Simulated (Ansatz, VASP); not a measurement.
**Li3F in VASP and in Ansatz**

```
Li F
1.0
     5.15750    0.00000    0.00000
    -2.57875    4.46653    0.00000
     0.00000    0.00000    2.64955
Li F
3 1
Direct
  0.70409 0.00000 0.50000
  0.29591 0.29591 0.50000
  0.00000 0.70409 0.50000
  0.00000 0.00000 0.00000
```

Alike in both runs: task relaxation of cell and atoms; functional PBE; k mesh 12 × 12 × 18; occupations gaussian, width 0.1 eV; no spin polarisation.

|  | VASP | Ansatz |
| --- | --- | --- |
| version | VASP 6.6.1 | Ansatz 0.2.0 |
| potentials or method | VASP PAW PBE potentials, release 64 (Li_sv, F), cutoff 600 eV | scalar-relativistic, plane waves, PAW |
| valence electrons in the cell | 16 | 16 |

```tsv
	VASP	Ansatz	Ansatz less VASP
gap on the k mesh at the Fermi level, each at its own relaxed structure (eV)	none	none	-
relaxed volume (Å³/atom)	15.19	15.33	+0.145
relaxed cell length with the largest relative difference (Å)	5.155	5.171	+0.0166
```

A gap of «none» marks a metal or a gap that the smearing closes.

Noted on VASP's run: the cutoff is short for stress, so the pressure is rough.
